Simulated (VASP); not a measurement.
Set up this calculation in VASP 6.6.1, as the native input.

```yaml
Task: single point
Functional: PBE
Potentials_or_basis: VASP PAW PBE potentials, release 64 (Ta_pv)
Cutoff: 500 eV
k_mesh: 14 × 14 × 14
Occupations: methfessel-paxton, width 0.3 eV
Spin: no spin polarisation
Dipole_correction: no
Further_INCAR_settings: ALGO = Normal; EDIFF = 1e-06; NBANDS = 12
```

The structure of Ta lies in POSCAR:

```
Ta
1.0
   -1.6512800000      1.6512800000      1.6512800000
    1.6512800000     -1.6512800000      1.6512800000
    1.6512800000      1.6512800000     -1.6512800000
Ta
1
Direct
    0.0000000000      0.0000000000      0.0000000000
```

The input as run:

INCAR

```
SYSTEM = Ta
ALGO = Normal
EDIFF = 1E-6
ENCUT = 500
GGA = PE
GGA_COMPAT = .False.
ISIF = 2
ISMEAR = 1
LASPH = .True.
LCHARG = .True.
LELF = .True.
LREAL = .False.
LVHAR = .True.
LWAVE = .False.
NBANDS = 12
NELM = 120
PREC = Accurate
SIGMA = 0.3
```

KPOINTS

```
k-points
0
Gamma
  14 14 14
  0 0 0
```

Potentials or basis: VASP PAW PBE potentials, release 64 (Ta_pv).

The run is started by

```bash
$ cat potpaw_PBE.64/Ta_pv/POTCAR > POTCAR
$ mpirun -np 1 vasp_std > vasp.out
```

It gave:

```json
{
 "Pressure": "3.0 GPa",
 "Band gap on the k mesh": "zero (an odd number of electrons rules out a gap without spin polarisation)"
}
```

Caveat: the cell stands under pressure; spin-orbit coupling is left out, which moves the levels of the heavy elements.

Wall time 12 s on 1 thread of Intel Xeon 8259CL (shared host), peak memory 0.15 GiB.
